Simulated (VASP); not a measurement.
Set up this calculation in VASP 6.6.1, as the native input.

```
Task                   : relaxation of cell and atoms
Functional             : PBE
Potentials or basis    : VASP PAW PBE potentials, release 64 (Zn)
Cutoff                 : 600 eV
k mesh                 : 15 × 15 × 15
Occupations            : fermi-dirac, width 0.1 eV
Spin                   : no spin polarisation
Target pressure        : 120 GPa
Dipole correction      : no
Further INCAR settings : ALGO = Normal; EDIFF = 1e-06; IBRION = 2; EDIFFG = -0.005; NSW = 32; ISIF = 3
```

The structure of Zn lies in POSCAR:

```
Zn
1.0
    0.0000000000      2.2846694988      2.2846694988
    2.2846694988      0.0000000000      2.2846694988
    2.2846694988      2.2846694988      0.0000000000
Zn
2
Direct
   -0.1250000000     -0.1250000000     -0.1250000000
    0.1250000000      0.1250000000      0.1250000000
```

The input as run:

INCAR

```
SYSTEM = Zn
  ALGO = Normal
  EDIFF = 1E-6
  EDIFFG = -0.005
  ENCUT = 600
  GGA = PE
  IBRION = 2
  ISIF = 3
  ISMEAR = -1
  LASPH = .TRUE.
  LCHARG = .FALSE.
  LREAL = .FALSE.
  LWAVE = .FALSE.
  NELM = 80
  NSW = 32
  PREC = Accurate
  PSTRESS = 1200.0
  SIGMA = 0.1
```

KPOINTS

```
k-points
0
G
  15 15 15
  0 0 0
```

Potentials or basis: VASP PAW PBE potentials, release 64 (Zn).

Launch:

```sh
$ cat potpaw_PBE.64/Zn/POTCAR > POTCAR
$ mpirun -np 1 vasp_std > vasp.out
```

It gave:

```json
{
 "Relaxed volume": "11.98 Å³/atom",
 "Relaxed cell": "a = 3.236 Å, b = 3.236 Å, c = 3.236 Å, α = 60.00°, β = 60.00°, γ = 60.00°",
 "Space group after relaxing (to 0.05 Å)": "Fd-3m (No. 227)",
 "Energy change on relaxing (the enthalpy is what falls)": "-41.4 meV/atom",
 "Ionic steps": "3",
 "Pressure after relaxing": "120.0 GPa",
 "Band gap on the k mesh": "zero (band 12 reaches 14.58 eV, above the bottom of band 13 at 2.56 eV)"
}
```

Caveat: the cell is relaxed towards a set pressure, so the enthalpy falls and the energy may rise.

Wall time 100 s on 1 thread of Intel(R) Xeon(R) Platinum 8375C CPU @ 2.90GHz (Ice Lake) (shared host), peak memory 0.19 GiB.
